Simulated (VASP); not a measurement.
## K3Re: relaxation of cell and atoms with PBE

K3Re:

```
K Re
1.0
     0.00000    4.41662    4.41662
     4.41662    0.00000    4.41662
     4.41662    4.41662    0.00000
K Re
3 1
Direct
  0.75000 0.75000 0.75000
  0.25000 0.25000 0.25000
  0.50000 0.50000 0.50000
  0.00000 0.00000 0.00000
```

```yaml
Program: VASP 6.6.1
Task: relaxation of cell and atoms
Functional: PBE
Potentials_or_basis: VASP PAW PBE potentials, release 64 (K_sv, Re)
Cutoff: 600 eV
k_mesh: 4 × 4 × 4
Occupations: methfessel-paxton, width 0.05 eV
Spin: no spin polarisation
Dipole_correction: no
Further_INCAR_settings: ALGO = Normal; EDIFF = 1e-07; IBRION = 2; EDIFFG = -0.01; NSW = 80; ISIF = 3
```

| Item | Value |
| --- | --- |
| Relaxed volume | 36.77 Å³/atom |
| Relaxed cell | a = 5.925 Å, b = 5.925 Å, c = 5.925 Å, α = 60.00°, β = 60.00°, γ = 60.00° |
| Space group after relaxing (to 0.1 Å) | Fm-3m (No. 225) |
| Energy gained by relaxing | 30.6 meV/atom |
| Ionic steps | 4 |
| Pressure after relaxing | 0.0 GPa |
| Band gap on the k mesh | zero (bands 17 and 18 overlap by 0.11 eV) |

The path:
```csv
step,energy change (eV),largest force (eV/Å),pressure (GPa),volume (Å³)
1,0.0000,0.0000,-1.39,172.31
2,-0.0686,0.0000,-1.01,163.17
3,-0.1207,0.0000,-0.20,150.02
4,-0.1223,0.0000,0.02,147.09
```

Final structure:
```
K Re
1.0
     0.00000    4.18972    4.18972
     4.18972    0.00000    4.18972
     4.18972    4.18972    0.00000
K Re
3 1
Direct
  0.75000 0.75000 0.75000
  0.25000 0.25000 0.25000
  0.50000 0.50000 0.50000
  0.00000 0.00000 0.00000
```

Levels at points of the mesh, in eV from the Fermi level:
| k point | band 13 | band 14 | band 15 | band 16 | band 17 | band 18 | band 19 | band 20 | band 21 |
| --- | --- | --- | --- | --- | --- | --- | --- | --- | --- |
| (0.00, 0.00, 0.00) | -3.31 | -0.25 | -0.25 | -0.07 | -0.07 | -0.07 | 2.07 | 2.07 | 2.07 |
| (0.50, 0.00, 0.00) | -2.22 | -0.44 | -0.12 | -0.12 | -0.11 | 0.06 | 0.06 | 1.79 | 1.79 |
| (0.50, 0.50, 0.00) | -1.97 | -0.49 | -0.47 | -0.05 | 0.05 | 0.10 | 0.10 | 1.94 | 1.94 |

It took 2.4 min on 1 thread of AMD EPYC 9R45 96-Core Processor (Zen 5) (shared host), peak memory 0.34 GiB.

Caveat: spin-orbit coupling is left out, which moves the levels of the heavy elements.
